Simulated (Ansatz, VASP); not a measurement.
**Mg in VASP and in Ansatz**

```
Mg
1.0
    -1.72751    1.72751    1.92479
     1.72751   -1.72751    1.92479
     1.72751    1.72751   -1.92479
Mg
1
Direct
  0.00000 0.00000 0.00000
```

Alike in both runs: task single point; functional PBE; k mesh 20 × 20 × 20; occupations gaussian, width 0.15 eV; no spin polarisation.

```csv
,VASP,Ansatz
version,VASP 6.6.1,Ansatz 0.2.0
potentials or method,"VASP PAW PBE potentials, release 64 (Mg), cutoff 520 eV","scalar-relativistic, plane waves, PAW"
valence electrons in the cell,2,10
```

|  | VASP | Ansatz | Ansatz less VASP |
| --- | --- | --- | --- |
| gap on the k mesh at the Fermi level (eV) | none | none | - |
| pressure (GPa) | -0.1 | 0.0 | +0.12 |
| traceless stress, the component that is largest in VASP (GPa) | 0.45 | 0.45 | -0.003 |

A gap of «none» marks a metal or a gap that the smearing closes. VASP's potentials hold 2 valence electrons a cell and Ansatz's 10, so a difference there can come from the potentials and not from the codes.
